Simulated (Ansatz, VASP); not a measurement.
## One calculation of Al, two programs

```xyz
1
Lattice="0.0000 1.9809 1.9809 1.9809 0.0000 1.9809 1.9809 1.9809 0.0000" Properties=species:S:1:pos:R:3 pbc="T T T"
Al    0.0000    0.0000    0.0000
```

Alike in both runs: functional PBEsol; dispersion D3(BJ); k mesh 18 × 18 × 18; occupations gaussian, width 0.1 eV; no spin polarisation.

Ansatz relaxed the structure, and its values are those at the end. VASP's run is a single point on that final structure, the one shown.

|  | VASP | Ansatz |
| --- | --- | --- |
| version | VASP 6.6.1 | Ansatz 0.2.0 |
| potentials or method | VASP PAW PBE potentials, release 64 (Al), cutoff 500 eV | scalar-relativistic, plane waves, PAW |
| valence electrons in the cell | 3 | 3 |

```csv
,VASP,Ansatz,Ansatz less VASP
gap on the k mesh at the Fermi level (eV),none,none,-
pressure (GPa),0.1,0.0,-0.10
```

VASP's potentials were made for PBE, not for PBEsol, and Ansatz warns of the same on its side. A gap of «none» marks a metal or a gap that the smearing closes.
